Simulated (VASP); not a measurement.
O, 2 atoms in the cell. It takes space group R-3m (No. 166, trigonal). Conventional cell: a = 2.847 Å, b = 2.847 Å, c = 10.225 Å, α = 90.00°, β = 90.00°, γ = 120.00°. O (site symmetry 3m) has 1 O at 1.18 Å within 1.6 Å. 

* Program: VASP 6.6.1
* Task: single point
* Functional: PBE
* Potentials or basis: VASP PAW PBE potentials, release 64 (O)
* Cutoff: 600 eV
* k mesh: 6 × 6 × 6
* Occupations: fermi-dirac, width 0.1 eV
* Spin: no spin polarisation
* Dipole correction: no
* Further INCAR settings: ALGO = Normal; EDIFF = 1e-06; NBANDS = 13

Potentials or basis: VASP PAW PBE potentials, release 64 (O).

Run with:

```bash
$ cat potpaw_PBE.64/O/POTCAR > POTCAR
$ mpirun -np 1 vasp_std > vasp.out
```

Hardware: 1 thread of AMD EPYC 7R43 64-Core Processor (Zen 3), with other jobs on the host.

How long does it take, and how much memory?

Wall time 13 s on 1 thread of AMD EPYC 7R43 64-Core Processor (Zen 3), on a shared host, peak memory 0.12 GiB. Counts: scf iterations 12, k points 32.
